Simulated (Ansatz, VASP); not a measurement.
**One calculation of Li, two programs**

```
CELL_PARAMETERS angstrom
0.00000 2.16237 2.16237
2.16237 0.00000 2.16237
2.16237 2.16237 0.00000
ATOMIC_POSITIONS crystal
Li 0.00000 0.00000 0.00000
```

Alike in both runs: task single point; functional PBE; k mesh 16 × 16 × 16; occupations gaussian, width 0.05 eV; non-collinear spin, spin-orbit coupling.

|  | VASP | Ansatz |
| --- | --- | --- |
| version | VASP 6.6.1 | Ansatz 0.2.0 |
| potentials or method | VASP PAW PBE potentials, release 64 (Li_sv), cutoff 520 eV | plane waves, PAW |
| valence electrons in the cell | 3 | 3 |

```tsv
	VASP	Ansatz	Ansatz less VASP
net moment per atom (μB)	0.00	0.00	0.000
```

The functional is the same, so the differences come from potentials, cutoffs and numerics.

Noted on VASP's run: the cutoff is short for stress, so the pressure is rough.
